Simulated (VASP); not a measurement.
**InSe: single point with PBE**

InSe:

```
In Se
1.0
     3.35732    0.00000    0.00000
     0.00000    3.35732    0.00000
     0.00000    0.00000    4.21812
In Se
1 1
Direct
  0.50000 0.50000 0.50000
  0.00000 0.00000 0.00000
```

```yaml
Program: VASP 6.6.1
Task: single point
Functional: PBE
Potentials_or_basis: VASP PAW PBE potentials, release 64 (In_d, Se)
Cutoff: 520 eV
k_mesh: 6 × 6 × 4
Occupations: gaussian, width 0.1 eV
Spin: no spin polarisation
Dipole_correction: no
Further_INCAR_settings: ALGO = Normal; EDIFF = 1e-07; NBANDS = 16
```

| Quantity | Value |
| --- | --- |
| Pressure | 2.5 GPa |

Stress tensor (GPa, compression positive):
```
 5.04  0.00  0.00
 0.00  5.04  0.00
 0.00  0.00 -2.64
```

Levels at points of the mesh, in eV from the Fermi level:
```tsv
k point	band 6	band 7	band 8	band 9	band 10	band 11	band 12	band 13	band 14	band 15
(0.00, 0.00, 0.00)	-13.79	-4.34	-3.39	-0.48	-0.48	5.20	6.27	7.48	8.67	8.67
(0.50, 0.00, 0.00)	-12.69	-6.61	-1.59	0.13	0.57	0.74	2.80	7.25	7.40	9.94
(0.50, 0.50, 0.00)	-11.60	-4.34	-4.34	-2.19	-0.98	3.57	3.57	5.89	6.03	7.66
(0.00, 0.00, 0.50)	-13.36	-7.73	0.09	0.09	2.19	2.58	6.01	6.01	6.99	9.67
(0.50, 0.00, 0.50)	-12.09	-5.02	-4.64	-3.95	0.63	4.92	7.00	8.10	8.95	10.76
(0.50, 0.50, 0.50)	-11.65	-3.19	-3.19	-2.15	-0.89	0.05	0.05	1.17	11.30	14.12
```

It took 12 s on 1 thread of Intel(R) Xeon(R) Platinum 8488C (Sapphire Rapids) (shared host), peak memory 0.17 GiB.

Caveat: the k points lie up to 0.37 Å⁻¹ apart; spin-orbit coupling is left out, which moves the levels of the heavy elements.
